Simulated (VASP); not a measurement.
A run of VASP 6.6.1:

File INCAR:

```
  PREC = Accurate
  ENCUT = 520
  EDIFF = 1E-6
  ISMEAR = 0
  SIGMA = 0.02
  LREAL = F
  LASPH = T
  NELM = 100
  ALGO = Normal
  ISIF = 2
  LWAVE = F
  LCHARG = F
  GGA = PS
  NBANDS = 60
```

The input KPOINTS:

```
regular mesh
0
Gamma
  6 4 6
```

The input POSCAR:

```
TiO2
1.0
    4.5373665759      0.0000000000      0.0000000000
    0.0000000000      5.4957671608      0.0000000000
    0.0000000000      0.0000000000      4.8788170751
Ti O
4 8
Direct
    0.0000000000      0.1751162137      0.2500000000
    0.5000000000      0.3248837863      0.7500000000
    0.0000000000      0.8248837863      0.7500000000
    0.5000000000      0.6751162137      0.2500000000
    0.2715617852      0.3817125059      0.4187750803
    0.2284382148      0.1182874941      0.9187750803
    0.7715617852      0.1182874941      0.5812249197
    0.7284382148      0.3817125059      0.0812249197
    0.7284382148      0.6182874941      0.5812249197
    0.7715617852      0.8817125059      0.0812249197
    0.2284382148      0.8817125059      0.4187750803
    0.2715617852      0.6182874941      0.9187750803
```

Potentials or basis: VASP PAW PBE potentials, release 64 (Ti_sv, O).

The run is started by

```console
$ cat potpaw_PBE.64/Ti_sv/POTCAR potpaw_PBE.64/O/POTCAR > POTCAR
$ mpirun -np 1 vasp_std > vasp.out
```

Hardware: 1 thread of Intel(R) Xeon(R) Platinum 8488C (Sapphire Rapids) (shared host).

**Question.** Estimate the wall time of this run.

**Answer.** Wall time 3.4 min on 1 thread of Intel(R) Xeon(R) Platinum 8488C (Sapphire Rapids), with other jobs on the host, peak memory 0.37 GiB. Counts: scf iterations 16, k points 48.
